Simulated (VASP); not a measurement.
# CO2 (Cc) in VASP: single point with PBE

Aim: the single point of CO2 with PBE.

Program: VASP 6.6.1. These are calculated values, not measurements. Logs are shortened: lines on timing, memory, paths and dates and some standing lists are left out, and cuts for length are marked.

### 1 The cell of the first run

Symmetry: Cc, No. 9, monoclinic system. Conventional cell: a = 5.371 Å, b = 4.541 Å, c = 6.610 Å, α = 90.00°, β = 90.51°, γ = 90.00°. Within 1.3 Å of C (site symmetry 1) lie 2 O at 0.99 to 1.26 Å. Within 1.3 Å of O (site symmetry 1) lie 1 C at 0.99 Å. O (site symmetry 1) has 1 C at 1.26 Å within 1.7 Å.

### 2 Single point, PBE (strained and its atoms moved)

Contents of INCAR:

```
SYSTEM = CO2
ALGO = Normal
EDIFF = 1E-7
ENCUT = 520
GGA = PE
ISIF = 2
ISMEAR = 0
LASPH = .True.
LCHARG = .False.
LREAL = .False.
LWAVE = .False.
NBANDS = 25
NELM = 80
PREC = Accurate
SIGMA = 0.02
```

Contents of KPOINTS:

```
k-points
0
Gamma
  6 6 4
  0 0 0
```

Contents of POSCAR:

```
CO2
1.0
    2.6852554882     -2.2706353299     -0.0118352414
    2.6852554882      2.2706353299     -0.0118352414
   -0.0295764153      0.0000000000      6.6100982787
C O
2 4
Direct
   -0.0065495629      0.0060394007     -0.0167674629
    0.5060394007      0.4934504371      0.4832325371
    0.8263916106      0.1947877635      0.8961748157
    0.1755562961      0.8037744920      0.1205926472
    0.6947877635      0.3263916106      0.3961748157
    0.3037744920      0.6755562961      0.6205926472
```

Potentials or basis: VASP PAW PBE potentials, release 64 (C, O).

Run with:

```
$ cat potpaw_PBE.64/C/POTCAR potpaw_PBE.64/O/POTCAR > POTCAR
$ mpirun -np 1 vasp_std > vasp.out
```

OUTCAR:

```text
SYSTEM = CO2
   EDIFF = 1E-7
   ENCUT = 520
   GGA = PE
   ISIF = 2
   ISMEAR = 0
   LASPH = .True.
   LREAL = .False.
   NELM = 80
   PREC = Accurate

 ion  position               nearest neighbor table
   1  0.993  0.006  0.983-   3 0.99   4 1.26
   2  0.506  0.493  0.483-   5 0.99   6 1.26
   3  0.826  0.195  0.896-   1 0.99
   4  0.176  0.804  0.121-   1 1.26
   5  0.695  0.326  0.396-   2 0.99
   6  0.304  0.676  0.621-   2 1.26

 -----------------------------------------------------------------------------
|                                                                             |
|           W    W    AA    RRRRR   N    N  II  N    N   GGGG   !!!           |
|           W    W   A  A   R    R  NN   N  II  NN   N  G    G  !!!           |
|           W    W  A    A  R    R  N N  N  II  N N  N  G       !!!           |
|           W WW W  AAAAAA  RRRRR   N  N N  II  N  N N  G  GGG   !            |
|           WW  WW  A    A  R   R   N   NN  II  N   NN  G    G                |
|           W    W  A    A  R    R  N    N  II  N    N   GGGG   !!!           |
|                                                                             |
|     The distance between some ions is very small. Please check the          |
|     nearest-neighbor list in the OUTCAR file.                               |
|     I HOPE YOU KNOW WHAT YOU ARE DOING!                                     |
|                                                                             |
 -----------------------------------------------------------------------------

  LATTYP: Found a base centered monoclinic cell.
 ALAT       =     5.3705631399
 B/A-ratio  =     0.8455855637
 C/A-ratio  =     1.2308140273
 COS(beta)  =    -0.0088817455

  Lattice vectors:

 A1 = (   2.6852554882,  -2.2706353299,  -0.0118352414)
 A2 = (   2.6852554882,   2.2706353299,  -0.0118352414)
 A3 = (  -0.0295764153,   0.0000000000,   6.6100982787)

Analysis of symmetry for initial positions (statically):
=====================================================================
 Subroutine PRICEL returns:
 Original cell was already a primitive cell.

 Routine SETGRP: Setting up the symmetry group for a
 base centered monoclinic supercell.

 Subroutine GETGRP returns: Found  2 space group operations
 (whereof  1 operations were pure point group operations)
 out of a pool of  4 trial point group operations.

The static configuration has the point symmetry C_1 .
 The point group associated with its full space group is C_1h.

Analysis of symmetry for dynamics (positions and initial velocities):
=====================================================================
 Subroutine PRICEL returns:
 Original cell was already a primitive cell.

 Routine SETGRP: Setting up the symmetry group for a
 base centered monoclinic supercell.

 Subroutine GETGRP returns: Found  2 space group operations
 (whereof  1 operations were pure point group operations)
 out of a pool of  4 trial point group operations.

The dynamic configuration has the point symmetry C_1 .
 The point group associated with its full space group is C_1h.

 Subroutine INISYM returns: Found  2 space group operations
 (whereof  1 operations are pure point group operations),
 and found     1 'primitive' translations

----------------------------------------------------------------------------------------

                                     Primitive cell

  volume of cell :      80.6051

  direct lattice vectors                    reciprocal lattice vectors
     2.685255488 -2.270635330 -0.011835241     0.186205694 -0.220202687  0.000833164
     2.685255488  2.270635330 -0.011835241     0.186205694  0.220202687  0.000833164
    -0.029576415  0.000000000  6.610098279     0.000666795  0.000000000  0.151286665

  length of vectors
     3.516606590  3.516606590  6.610164447     0.288379052  0.288379052  0.151288134

  position of ions in fractional coordinates (direct lattice)
     0.993450437  0.006039401  0.983232537
     0.506039401  0.493450437  0.483232537
     0.826391611  0.194787764  0.896174816
     0.175556296  0.803774492  0.120592647
     0.694787764  0.326391611  0.396174816
     0.303774492  0.675556296  0.620592647

  ion indices of the primitive-cell ions
   primitive index   ion index
                 1           1
                 2           2
                 3           3
                 4           4
                 5           5
                 6           6

----------------------------------------------------------------------------------------

 KPOINTS: k-points

Automatic generation of k-mesh.
 Grid dimensions read from file:
 generate k-points for:    6    6    4

 Generating k-lattice:

  Cartesian coordinates                     Fractional coordinates (reciprocal lattice)
     0.031034282 -0.036700448  0.000138861     0.166666667  0.000000000 -0.000000000
     0.031034282  0.036700448  0.000138861     0.000000000  0.166666667 -0.000000000
     0.000166699  0.000000000  0.037821666     0.000000000  0.000000000  0.250000000

  Length of vectors
     0.048063175  0.048063175  0.037822034

  Shift w.r.t. Gamma in fractional coordinates (k-lattice)
     0.000000000  0.000000000  0.000000000

 Subroutine IBZKPT returns following result:
 ===========================================

 Found     47 irreducible k-points:

 Following reciprocal coordinates:
            Coordinates               Weight
  0.000000  0.000000  0.000000      1.000000
  0.166667  0.000000 -0.000000      4.000000
  0.333333  0.000000  0.000000      4.000000
  0.500000 -0.000000  0.000000      2.000000
  0.166667  0.166667 -0.000000      2.000000
  0.333333  0.166667  0.000000      4.000000
[... 16 lines left out ...]
 -0.333333  0.166667  0.250000      4.000000
 -0.166667  0.166667  0.250000      4.000000
 [... further k-points ...]
   k-points           NKPTS =     47   k-points in BZ     NKDIM =     47   number of bands    NBANDS=     25
   number of dos      NEDOS =    301   number of ions     NIONS =      6
   total plane-waves  NPLWV =  39200
   dimension x,y,z NGX =    28 NGY =   28 NGZ =   50
   dimension x,y,z NGXF=    56 NGYF=   56 NGZF=  100
   ions per type =               2   4
   NGX,Y,Z   is equivalent  to a cutoff of  13.24, 13.24, 12.58 a.u.
   NGXF,Y,Z  is equivalent  to a cutoff of  26.47, 26.47, 25.15 a.u.
 SYSTEM =  CO2
   PREC   = accura    normal or accurate (medium, high low for compatibility)
   ISTART =      0    job   : 0-new  1-cont  2-samecut
   ICHARG =      2    charge: 1-file 2-atom 10-const
   ISPIN  =      1    spin polarized calculation?
   LNONCOLLINEAR =      F non collinear calculations
   LSORBIT =      F    spin-orbit coupling
   LASPH  =      T    aspherical Exc in radial PAW
   ENCUT  =  520.0 eV  38.22 Ry    6.18 a.u.   6.54  6.54 12.29*2*pi/ulx,y,z
   NELM   =     80;   NELMIN=  2; NELMDL= -5     # of ELM steps
   EDIFF  = 0.1E-06   stopping-criterion for ELM
   LREAL  =      F    real-space projection
   EDIFFG = 0.1E-05   stopping-criterion for IOM
   NSW    =      0    number of steps for IOM
   IBRION =     -1    ionic relax: 0-MD 1-quasi-New 2-CG
   NFREE  =      0    steps in history (QN), initial steepest desc. (CG)
   ISIF   =      2    stress and relaxation
   ISYM   =      2    0-nonsym 1-usesym 2-fastsym
   POTIM  = 0.5000    time-step for ionic-motion
   TEBEG  =    0.0;   TEEND  =   0.0 temperature during run
   PSTRESS=    0.0 pullay stress
   NELECT =      32.0000    total number of electrons
   NUPDOWN=      -1.0000    fix difference up-down
   EMIN   =  10.00;   EMAX   =-10.00  energy-range for DOS
   EFERMI =   0.00;   METHOD = LEGACY
   ISMEAR =     0;   SIGMA  =   0.02  broadening in eV -4-tet -1-fermi 0-gaus
   EFERMI_NEDOS =   21; number of points for ismear=-14 and -15
   IALGO  =     38    algorithm
   IMIX   =      4    mixing-type and parameters
     AMIX     =   0.40;   BMIX     =  1.00
     AMIX_MAG =   1.60;   BMIX_MAG =  1.00
  volume/ion in A,a.u.               =      13.43        90.66
  Fermi-wavevector in a.u.,A,eV,Ry     =   1.203199  2.273716 19.696981  1.447687
  Thomas-Fermi vector in A             =   2.338959
   LORBIT       =      0    0 simple, 1 ext, 2 COOP (PROOUT), +10 PAW based schemes
   GGA     = PE    functional components
   LHFCALC =     F    Hartree Fock is set to
   AEXX    =    0.0000 exact exchange contribution
   IVDW    =     0    specifies the selected vdW correction
   LEPSILON=     F    determine dielectric tensor
   LRPA    =     F    only Hartree local field effects (RPA)
 non-spin polarized calculation
 Gauss-broadening in eV      SIGMA  =   0.02
  energy-cutoff  :      520.00
  volume of cell :       80.61
 maximum number of plane-waves:      2204
 NGX is ok and might be reduce to    28
   NGX = 13   NGY = 13   NGZ = 25

 number of electron      31.9999991 magnetization

 Free energy of the ion-electron system (eV)
  ---------------------------------------------------
  ext. energy  EPLUGINS =         0.00000000
  ---------------------------------------------------
  free energy    TOTEN  =       -40.56868812 eV

  energy without entropy =      -40.56868812  energy(sigma->0) =      -40.56868812

 E-fermi :  -2.4713     XC(G=0):  -8.2314

 val. band max:       -2.5620807887   @ k =  -0.3333   0.1667   0.0000
 cond. band min:       3.3609981390   @ k =   0.0000   0.0000   0.0000
 fundamental gap:      5.9230789276
 Fermi energy:        -2.4713234489

 k-point     1 :       0.0000    0.0000    0.0000
  band No.  band energies     occupation
      1     -26.5415      2.00000
      2     -26.4941      2.00000
      3     -21.1721      2.00000
      4     -21.1370      2.00000
      5      -8.7592      2.00000
      6      -8.3840      2.00000
[... 17 lines left out ...]
     24      12.7929      0.00000
     25      13.4197      0.00000
[... 621 lines left out ...]
      3     -21.1604      2.00000
      4     -21.1150      2.00000
      5      -8.8934      2.00000
      6      -8.5430      2.00000
[... 17 lines left out ...]
     24      11.6131      0.00000
     25      12.2259      0.00000

 [... further k-points ...]

------------------------ aborting loop because EDIFF is reached ----------------------------------------

  FORCE on cell =-STRESS in cart. coord.  units (eV):
  Direction    XX          YY          ZZ          XY          YZ          ZX
  --------------------------------------------------------------------------------------
  -------------------------------------------------------------------------------------
  Total        0.9152396     38.5840816     16.4364487      0.0000000      0.0000000     -1.8257138
  in kB       18.1921079    766.9311868    326.7053305      0.0000000      0.0000000    -36.2894946
  external PRESSURE =     370.6095417 kB  Pullay stress =       0.0000000 kB

 VOLUME and BASIS-vectors are now :
 -----------------------------------------------------------------------------
  energy-cutoff  :      520.00
  volume of cell :       80.61
      direct lattice vectors                 reciprocal lattice vectors
     2.685255488 -2.270635330 -0.011835241     0.186205694 -0.220202687  0.000833164
     2.685255488  2.270635330 -0.011835241     0.186205694  0.220202687  0.000833164
    -0.029576415  0.000000000  6.610098279     0.000666795  0.000000000  0.151286665

 POSITION                                       TOTAL-FORCE (eV/Angst)
 -----------------------------------------------------------------------------------
      2.65481     -2.24205      6.48743        -2.062592    -28.525213     23.292211
      2.66959     -0.02858      3.18239        -2.062592     28.525213     23.292211
      2.71562     -1.43414      5.91172         1.858369     25.870065    -19.474290
      2.62619      1.42645      0.78554         0.204223      2.514014     -3.817921
      2.73041     -0.83649      2.60667         1.858369    -25.870065    -19.474290
      2.61140      0.84418      4.09059         0.204223     -2.514014     -3.817921
 -----------------------------------------------------------------------------------
    total drift:                               -0.000005      0.000000      0.000455

  FREE ENERGIE OF THE ION-ELECTRON SYSTEM (eV)
  ---------------------------------------------------
  free  energy   TOTEN  =       -40.5686881232 eV

  energy  without entropy=      -40.5686881232  energy(sigma->0) =      -40.56868812
```

Run time: 83 s. Hardware: 1 thread of Intel Xeon Platinum 8259CL at 2.50GHz (Skylake/Cascade Lake), shared host; peak memory 0.22 GiB.

Results:

```yaml
Free_energy: -40.5687 eV
Pressure: 37.1 GPa
Largest_force: 36.885 eV/Å
Band_gap_on_the_k_mesh: 5.92 eV (least direct gap 6.20 eV)
```

Forces on the atoms (eV/Å):
```
C    -2.063 -28.525  23.292
C    -2.063  28.525  23.292
O     1.858  25.870 -19.474
O     0.204   2.514  -3.818
O     1.858 -25.870 -19.474
O     0.204  -2.514  -3.818
```

Levels at points of the mesh, in eV from the valence-band top:
| k point | band 13 | band 14 | band 15 | band 16 | band 17 | band 18 | band 19 | band 20 |
| --- | --- | --- | --- | --- | --- | --- | --- | --- |
| (0.00, 0.00, 0.00) | -0.66 | -0.55 | -0.30 | -0.28 | 5.92 | 7.71 | 8.16 | 8.34 |
| (0.50, 0.00, 0.00) | -0.57 | -0.46 | -0.37 | -0.01 | 7.11 | 8.18 | 8.69 | 9.11 |
| (0.50, 0.50, 0.00) | -0.85 | -0.63 | -0.26 | -0.17 | 7.53 | 9.04 | 9.37 | 9.47 |
| (0.00, 0.00, 0.50) | -0.51 | -0.51 | -0.40 | -0.40 | 6.91 | 6.91 | 8.06 | 8.06 |
| (0.50, 0.00, 0.50) | -0.61 | -0.44 | -0.22 | -0.17 | 7.66 | 7.73 | 8.82 | 8.93 |
| (0.50, 0.50, 0.50) | -0.57 | -0.57 | -0.40 | -0.40 | 8.23 | 8.23 | 9.42 | 9.42 |

Caveat: the cell differs from its parent crystal (strained and its atoms moved); atoms lie so close that the PAW spheres overlap strongly, which falsifies energies and pressures; the stress differs along the axes, from 2 to 77 GPa; this functional lacks dispersion, which holds the molecules together, so the pressure and a relaxed volume are unreliable; forces of over 1 eV/Å act on the atoms, so gaps and moduli don't describe the material at rest.
